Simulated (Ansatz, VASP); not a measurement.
## One calculation of Si6Ru, two programs

```
Si Ru
1.0
     3.66855    0.00000    0.00000
     0.00000    7.40976    0.00000
     0.00000    0.00000    4.28819
Si Ru
6 1
Direct
  0.50000 0.00000 0.89137
  0.00000 0.00000 0.54934
  0.50000 0.70352 0.09245
  0.00000 0.67839 0.46852
  0.50000 0.29648 0.09245
  0.00000 0.32161 0.46852
  0.00000 0.50000 0.93666
```

Change from the starting cell: the structure that the rattled cell fell into.

Alike in both runs: functional PBE; k mesh 8 × 4 × 8; occupations gaussian, width 0.1 eV; no spin polarisation.

Ansatz relaxed the structure, and its values are those at the end. VASP's run is a single point on that final structure, the one shown.

```csv
,VASP,Ansatz
version,VASP 6.6.1,Ansatz 0.2.0
potentials or method,"VASP PAW PBE potentials, release 64 (Si, Ru_pv), cutoff 520 eV","scalar-relativistic, plane waves, PAW"
valence electrons in the cell,38,40
```

Ansatz gave:

- gap on the k mesh at the Fermi level (eV): none
- pressure (GPa): 0.0
- rms of the force components (eV/Å): 0.001

Problem. Estimate VASP's values.

Solution. gap on the k mesh at the Fermi level (eV): none; pressure (GPa): -0.1; rms of the force components (eV/Å): 0.005.

A gap of «none» marks a metal or a gap that the smearing closes. VASP's potentials hold 38 valence electrons a cell and Ansatz's 40, so a difference there can come from the potentials and not from the codes.
